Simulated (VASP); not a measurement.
# MgO (Fm-3m) in VASP: a series of runs

MgO is run at these levels: LDA; tasks: vibrations by perturbation theory.

All numbers are computed with VASP 6.6.1; they aren't measurements. Logs are shortened: lines on timing, memory, paths and dates and some standing lists are left out, and cuts for length are marked.

### Step 1. The cell of the first run

It takes space group Fm-3m (No. 225, cubic). The conventional cell has a = 4.184 Å, b = 4.184 Å, c = 4.184 Å, α = 90.00°, β = 90.00°, γ = 90.00°. Mg (site symmetry m-3m) has 6 O at 2.09 Å within 2.8 Å. O (site symmetry m-3m) has 6 Mg at 2.09 Å within 2.8 Å.

### Step 2. Vibrations by perturbation theory, LDA

The input, INCAR:

```
  ALGO = Normal
  EDIFF = 1E-8
  ENCUT = 520
  GGA = CA
  IBRION = 8
  ISIF = 2
  ISMEAR = 0
  LASPH = T
  LCHARG = F
  LEPSILON = T
  LREAL = F
  LWAVE = F
  NBANDS = 11
  NELM = 60
  NSW = 1
  PREC = Accurate
  SIGMA = 0.01
```

The input, KPOINTS:

```
k-points
0
Gamma
  10 10 10
```

The input, POSCAR:

```
MgO
1.0
    0.0000000000      2.0920503856      2.0920503856
    2.0920503856      0.0000000000      2.0920503856
    2.0920503856      2.0920503856      0.0000000000
Mg O
1 1
Direct
    0.0000000000      0.0000000000      0.0000000000
    0.5000000000      0.5000000000      0.5000000000
```

Potentials or basis: VASP PAW LDA potentials, release 64 (Mg, O).

On the command line:

```bash
$ cat potpaw_LDA.64/Mg/POTCAR potpaw_LDA.64/O/POTCAR > POTCAR
$ mpirun -np 1 vasp_std > vasp.out
```

OUTCAR:

```text
EDIFF = 1E-8
   ENCUT = 520
   GGA = CA
   IBRION = 8
   ISIF = 2
   ISMEAR = 0
   LASPH = T
   LEPSILON = T
   LREAL = F
   NELM = 60
   NSW = 1
   PREC = Accurate

 ion  position               nearest neighbor table
   1  0.000  0.000  0.000-   2 2.09   2 2.09   2 2.09   2 2.09   2 2.09   2 2.09
   2  0.500  0.500  0.500-   1 2.09   1 2.09   1 2.09   1 2.09   1 2.09   1 2.09

  LATTYP: Found a face centered cubic cell.
 ALAT       =     4.1841007712

  Lattice vectors:

 A1 = (   0.0000000000,   2.0920503856,   2.0920503856)
 A2 = (   2.0920503856,   0.0000000000,   2.0920503856)
 A3 = (   2.0920503856,   2.0920503856,   0.0000000000)

Analysis of symmetry for initial positions (statically):
=====================================================================
 Subroutine PRICEL returns:
 Original cell was already a primitive cell.

 Routine SETGRP: Setting up the symmetry group for a
 face centered cubic supercell.

 Subroutine GETGRP returns: Found 48 space group operations
 (whereof 48 operations were pure point group operations)
 out of a pool of 48 trial point group operations.

The static configuration has the point symmetry O_h .

Analysis of symmetry for dynamics (positions and initial velocities):
=====================================================================
 Subroutine PRICEL returns:
 Original cell was already a primitive cell.

 Routine SETGRP: Setting up the symmetry group for a
 face centered cubic supercell.

 Subroutine GETGRP returns: Found 48 space group operations
 (whereof 48 operations were pure point group operations)
 out of a pool of 48 trial point group operations.

The dynamic configuration has the point symmetry O_h .

 Subroutine INISYM returns: Found 48 space group operations
 (whereof 48 operations are pure point group operations),
 and found     1 'primitive' translations

----------------------------------------------------------------------------------------

                                     Primitive cell

  volume of cell :      18.3124

  direct lattice vectors                    reciprocal lattice vectors
     0.000000000  2.092050386  2.092050386    -0.238999980  0.238999980  0.238999980
     2.092050386  0.000000000  2.092050386     0.238999980 -0.238999980  0.238999980
     2.092050386  2.092050386  0.000000000     0.238999980  0.238999980 -0.238999980

  length of vectors
     2.958606028  2.958606028  2.958606028     0.413960108  0.413960108  0.413960108

  position of ions in fractional coordinates (direct lattice)
     0.000000000  0.000000000  0.000000000
     0.500000000  0.500000000  0.500000000

  ion indices of the primitive-cell ions
   primitive index   ion index
                 1           1
                 2           2

----------------------------------------------------------------------------------------

 KPOINTS: k-points

Automatic generation of k-mesh.
 Grid dimensions read from file:
 generate k-points for:   10   10   10

 Generating k-lattice:

  Cartesian coordinates                     Fractional coordinates (reciprocal lattice)
[... 484 lines left out ...]

 Free energy of the ion-electron system (eV)
  ---------------------------------------------------
  ---------------------------------------------------
  free energy    TOTEN  =        -0.11508587 eV

  energy without entropy =       -0.11508587

------------------------ aborting loop because EDIFF is reached ----------------------------------------

--------------------------------------- Ionic step        2  -------------------------------------------

------------------------ aborting loop because EDIFF is reached ----------------------------------------

--------------------------------------- Ionic step        3  -------------------------------------------

------------------------ aborting loop because EDIFF is reached ----------------------------------------

 PIEZOELECTRIC TENSOR FIELD DIRECTION 3  (e Angst)
 -----------------------------------------------------------------------------
    -0.00015  0.00000 -0.00000           ( -0.00001  0.00000 -0.00000)
     0.00000 -0.00015 -0.00000           (  0.00000 -0.00001  0.00000)
    -0.00000  0.00000 -0.00018           ( -0.00000  0.00000 -0.00001)

 PIEZOELECTRIC TENSOR FIELD DIRECTION 3  (C/m^2)
 -----------------------------------------------------------------------------
    -0.00014  0.00000 -0.00000
     0.00000 -0.00014 -0.00000
    -0.00000  0.00000 -0.00016

--------------------------------------- Ionic step        4  -------------------------------------------

------------------------ aborting loop because EDIFF is reached ----------------------------------------

[... ionic steps 5 to 6 ...]

--------------------------------------- Ionic step        7  -------------------------------------------

 Free energy of the ion-electron system (eV)
  ---------------------------------------------------
  ---------------------------------------------------
  free energy    TOTEN  =        -0.35246990 eV

  energy without entropy =       -0.35246990

------------------------ aborting loop because EDIFF is reached ----------------------------------------

 INTERNAL STRAIN TENSOR  FOR ION    2  DIRECTION 1   (eV/Angst):
 -----------------------------------------------------------------------------
    -0.00494  0.00000  0.00000
    -0.00000  0.00716 -0.00000
     0.00000 -0.00000  0.00716

 MACROSCOPIC STATIC DIELECTRIC TENSOR (including local field effects in DFT)
 ------------------------------------------------------
           3.124941     0.000000    -0.000000
           0.000000     3.124941     0.000000
          -0.000000    -0.000000     3.124941
 ------------------------------------------------------

 PIEZOELECTRIC TENSOR (including local field effects)  for field in x, y, z        (e  Angst)
          XX          YY          ZZ          XY          YZ          ZX
  --------------------------------------------------------------------------------
  x     0.00000     0.00000     0.00000     0.00000     0.00000     0.00000
  y     0.00000     0.00000     0.00000     0.00000     0.00000     0.00000
  z     0.00000     0.00000     0.00000     0.00000     0.00000     0.00000

 PIEZOELECTRIC TENSOR (including local field effects)  for field in x, y, z        (C/m^2)
          XX          YY          ZZ          XY          YZ          ZX
  --------------------------------------------------------------------------------
  x     0.00000     0.00000     0.00000     0.00000     0.00000     0.00000
  y     0.00000     0.00000     0.00000     0.00000     0.00000     0.00000
  z     0.00000     0.00000     0.00000     0.00000     0.00000     0.00000

 BORN EFFECTIVE CHARGES (including local field effects) (in |e|, cummulative output)
 ---------------------------------------------------------------------------------
 ion    1
    1     1.96005     0.00000     0.00000
    2     0.00000     1.96005     0.00000
    3     0.00000     0.00000     1.96005
 ion    2
    1    -1.96005     0.00000    -0.00000
    2    -0.00000    -1.96005     0.00000
    3     0.00000    -0.00000    -1.96005

 INTERNAL STRAIN TENSOR FOR ION    2 for displacements in x,y,z  (eV/Angst):
          X           Y           Z          XY          YZ          ZX
  --------------------------------------------------------------------------------
  x     0.00000     0.00000     0.00000     0.00000     0.00000     0.00000
  y     0.00000     0.00000     0.00000     0.00000     0.00000     0.00000
  z     0.00000     0.00000     0.00000     0.00000     0.00000     0.00000

 SECOND DERIVATIVES (NOT SYMMETRIZED)
 ------------------------------------
               1X          1Y          1Z          2X          2Y          2Z
  1X    -5.591862    0.000000    0.000000    5.591862    0.000000    0.000000
  1Y     0.000000   -5.591862    0.000000    0.000000    5.591862    0.000000
  1Z     0.000000    0.000000   -5.591862    0.000000    0.000000    5.591862
  2X     5.606306    0.000000    0.000000   -5.606306    0.000000    0.000000
  2Y     0.000000    5.606306    0.000000    0.000000   -5.606306    0.000000
  2Z     0.000000    0.000000    5.606306    0.000000    0.000000   -5.606306

 Eigenvectors and eigenvalues of the dynamical matrix
 ----------------------------------------------------

   1 f  =   11.910738 THz    74.837373 2PiTHz  397.299449 cm-1    49.258832 meV
             X         Y         Z           dx          dy          dz
      0.000000  0.000000  0.000000    -0.629568    0.000000    0.000000
      2.092050  2.092050  2.092050     0.776945    0.000000    0.000000
[... 21 lines left out ...]
   6 f/i=    0.007515 THz     0.047217 2PiTHz    0.250669 cm-1     0.031079 meV
             X         Y         Z           dx          dy          dz
      0.000000  0.000000  0.000000     0.000000    0.000000    0.776945
      2.092050  2.092050  2.092050     0.000000    0.000000    0.629568

--------------------------------------------------------------------------------------------------------

 MACROSCOPIC STATIC DIELECTRIC TENSOR IONIC CONTRIBUTION
 ------------------------------------------------------
           6.780129     0.000000     0.000000
           0.000000     6.780129     0.000000
           0.000000     0.000000     6.780129
 ------------------------------------------------------

 ELASTIC MODULI CONTR FROM IONIC RELAXATION (kBar)
 Direction    XX          YY          ZZ          XY          YZ          ZX
 --------------------------------------------------------------------------------
 XX           0.0000      0.0000      0.0000      0.0000      0.0000      0.0000
 YY           0.0000      0.0000      0.0000      0.0000      0.0000      0.0000
 ZZ           0.0000      0.0000      0.0000      0.0000      0.0000      0.0000
 XY           0.0000      0.0000      0.0000      0.0000      0.0000      0.0000
 YZ           0.0000      0.0000      0.0000      0.0000      0.0000      0.0000
 ZX           0.0000      0.0000      0.0000      0.0000      0.0000      0.0000
 --------------------------------------------------------------------------------

 PIEZOELECTRIC TENSOR IONIC CONTR  for field in x, y, z        (C/m^2)
          XX          YY          ZZ          XY          YZ          ZX
  --------------------------------------------------------------------------------
  x     0.00000     0.00000     0.00000     0.00000     0.00000     0.00000
  y     0.00000     0.00000     0.00000     0.00000     0.00000     0.00000
  z     0.00000     0.00000     0.00000     0.00000     0.00000     0.00000
```

It took 78 s on 1 thread of Intel Xeon Platinum 8559C (Emerald Rapids), shared host; peak memory 0.18 GiB.

What came out:

```
Electronic dielectric tensor (diagonal)                 : 3.12
Born charges (mean of the diagonal)                     : Mg +1.96; O -1.96 e
Highest phonon frequency at Γ, LO-TO splitting left out : 397 cm⁻¹
```

Phonon frequencies in cm⁻¹ (negative: imaginary):
| q point | frequencies |
| --- | --- |
| (0.000, 0.000, 0.000) | 0 0 0 397 397 397 |

Electronic dielectric tensor:
```
3.12 0.00 0.00
0.00 3.12 0.00
0.00 0.00 3.12
```

Born effective charge tensors (e):
atom 1, Mg
```
1.96 0.00 0.00
0.00 1.96 0.00
0.00 0.00 1.96
```
atom 2, O
```
-1.96  0.00  0.00
 0.00 -1.96  0.00
 0.00  0.00 -1.96
```

Caveat: the cell wasn't relaxed at this level first, which shifts response properties.

### Step 3. Vibrations by perturbation theory, LDA

This run uses another cell than the first one, of 8.31 Å³/atom, 0.908 times its volume.

The input, INCAR:

```
ALGO = Normal
EDIFF = 1E-8
ENCUT = 520
GGA = CA
IBRION = 8
ISIF = 2
ISMEAR = 0
LASPH = True
LCHARG = False
LEPSILON = True
LREAL = False
LWAVE = False
NBANDS = 11
NELM = 80
NSW = 1
PREC = Accurate
SIGMA = 0.01
```

KPOINTS is that of step 2.

The input, POSCAR:

```
MgO
1.0
    0.0000000000      2.0256745054      2.0256745054
    2.0256745054      0.0000000000      2.0256745054
    2.0256745054      2.0256745054      0.0000000000
Mg O
1 1
Direct
    0.0000000000      0.0000000000      0.0000000000
    0.5000000000      0.5000000000      0.5000000000
```

Potentials or basis: VASP PAW LDA potentials, release 64 (Mg, O).

On the command line:

```bash
$ cat potpaw_LDA.64/Mg/POTCAR potpaw_LDA.64/O/POTCAR > POTCAR
$ mpirun -np 1 vasp_std > vasp.out
```

OUTCAR:

```text
EDIFF = 1E-8
   ENCUT = 520
   GGA = CA
   IBRION = 8
   ISIF = 2
   ISMEAR = 0
   LASPH = True
   LEPSILON = True
   LREAL = False
   NELM = 80
   NSW = 1
   PREC = Accurate

 ion  position               nearest neighbor table
   1  0.000  0.000  0.000-   2 2.03   2 2.03   2 2.03   2 2.03   2 2.03   2 2.03
   2  0.500  0.500  0.500-   1 2.03   1 2.03   1 2.03   1 2.03   1 2.03   1 2.03

  LATTYP: Found a face centered cubic cell.
 ALAT       =     4.0513490108

  Lattice vectors:

 A1 = (   0.0000000000,   2.0256745054,   2.0256745054)
 A2 = (   2.0256745054,   0.0000000000,   2.0256745054)
 A3 = (   2.0256745054,   2.0256745054,   0.0000000000)

Analysis of symmetry for initial positions (statically):
=====================================================================
 Subroutine PRICEL returns:
 Original cell was already a primitive cell.

 Routine SETGRP: Setting up the symmetry group for a
 face centered cubic supercell.
[... 636 lines left out ...]
 ------------------------------------
               1X          1Y          1Z          2X          2Y          2Z
  1X    -8.590264    0.000000    0.000000    8.590264    0.000000    0.000000
  1Y     0.000000   -8.590264    0.000000    0.000000    8.590264    0.000000
  1Z     0.000000    0.000000   -8.590264    0.000000    0.000000    8.590264
  2X     8.585294    0.000000    0.000000   -8.585294    0.000000    0.000000
  2Y     0.000000    8.585294    0.000000    0.000000   -8.585294    0.000000
  2Z     0.000000    0.000000    8.585294    0.000000    0.000000   -8.585294

 Eigenvectors and eigenvalues of the dynamical matrix
 ----------------------------------------------------

   1 f  =   14.748569 THz    92.667990 2PiTHz  491.959296 cm-1    60.995151 meV
             X         Y         Z           dx          dy          dz
      0.000000  0.000000  0.000000     0.000000    0.630168    0.000000
      2.025675  2.025675  2.025675     0.000000   -0.776459    0.000000
[... 21 lines left out ...]
   6 f/i=    0.002088 THz     0.013119 2PiTHz    0.069646 cm-1     0.008635 meV
             X         Y         Z           dx          dy          dz
      0.000000  0.000000  0.000000     0.000000    0.000000    0.776459
      2.025675  2.025675  2.025675     0.000000    0.000000    0.630168

--------------------------------------------------------------------------------------------------------

 MACROSCOPIC STATIC DIELECTRIC TENSOR IONIC CONTRIBUTION
 ------------------------------------------------------
           4.676188     0.000000     0.000000
           0.000000     4.676188     0.000000
           0.000000     0.000000     4.676188
 ------------------------------------------------------

 ELASTIC MODULI CONTR FROM IONIC RELAXATION (kBar)
 Direction    XX          YY          ZZ          XY          YZ          ZX
 --------------------------------------------------------------------------------
 XX           0.0000      0.0000      0.0000      0.0000      0.0000      0.0000
 YY           0.0000      0.0000      0.0000      0.0000      0.0000      0.0000
 ZZ           0.0000      0.0000      0.0000      0.0000      0.0000      0.0000
 XY           0.0000      0.0000      0.0000      0.0000      0.0000      0.0000
 YZ           0.0000      0.0000      0.0000      0.0000      0.0000      0.0000
 ZX           0.0000      0.0000      0.0000      0.0000      0.0000      0.0000
 --------------------------------------------------------------------------------

 PIEZOELECTRIC TENSOR IONIC CONTR  for field in x, y, z        (C/m^2)
          XX          YY          ZZ          XY          YZ          ZX
  --------------------------------------------------------------------------------
  x     0.00000     0.00000     0.00000     0.00000     0.00000     0.00000
  y     0.00000     0.00000     0.00000     0.00000     0.00000     0.00000
  z     0.00000     0.00000     0.00000     0.00000     0.00000     0.00000
```

OSZICAR:

```text
N       E                     dE             d eps       ncg     rms          rms(c)
DAV:   1     0.915399797898E+01    0.91540E+01   -0.46829E+03  1210   0.654E+02
DAV:   2    -0.146291272346E+02   -0.23783E+02   -0.23350E+02  1192   0.135E+02
DAV:   3    -0.150210752450E+02   -0.39195E+00   -0.39174E+00  1246   0.142E+01
[... 115 lines left out ...]
RMM:   5    -0.352177387351E+00   -0.36682E-04   -0.43386E-06  3765   0.186E-02    0.132E-03
RMM:   6    -0.352181614826E+00   -0.42275E-05   -0.36699E-08  3767   0.160E-03    0.755E-04
RMM:   7    -0.352177055813E+00    0.45590E-05   -0.99523E-10  3818   0.278E-04    0.557E-05
RMM:   8    -0.352176984340E+00    0.71472E-07   -0.41542E-11  3899   0.416E-05    0.154E-05
RMM:   9    -0.352177018772E+00   -0.34431E-07   -0.24860E-11  3886   0.962E-06    0.227E-06
RMM:  10    -0.352177011499E+00    0.72724E-08   -0.34822E-11  3231   0.314E-06    0.412E-07
 Linear response finished
```

It took 40 s on 1 thread of Intel Xeon 6975P-C (Granite Rapids), shared host; peak memory 0.17 GiB.

Results:

```
Electronic dielectric tensor (diagonal)                 : 3.02
Born charges (mean of the diagonal)                     : Mg +1.92; O -1.92 e
Highest phonon frequency at Γ, LO-TO splitting left out : 492 cm⁻¹
```

Phonon frequencies in cm⁻¹ (negative: imaginary):
| q point | frequencies |
| --- | --- |
| (0.000, 0.000, 0.000) | 0 0 0 492 492 492 |

Electronic dielectric tensor:
```
3.02 0.00 0.00
0.00 3.02 0.00
0.00 0.00 3.02
```

Born effective charge tensors (e):
atom 1, Mg
```
1.92 0.00 0.00
0.00 1.92 0.00
0.00 0.00 1.92
```
atom 2, O
```
-1.92  0.00  0.00
 0.00 -1.92  0.00
 0.00  0.00 -1.92
```

Caveat: the cell wasn't relaxed at this level first, which shifts response properties.

[end of part 1 of 2]
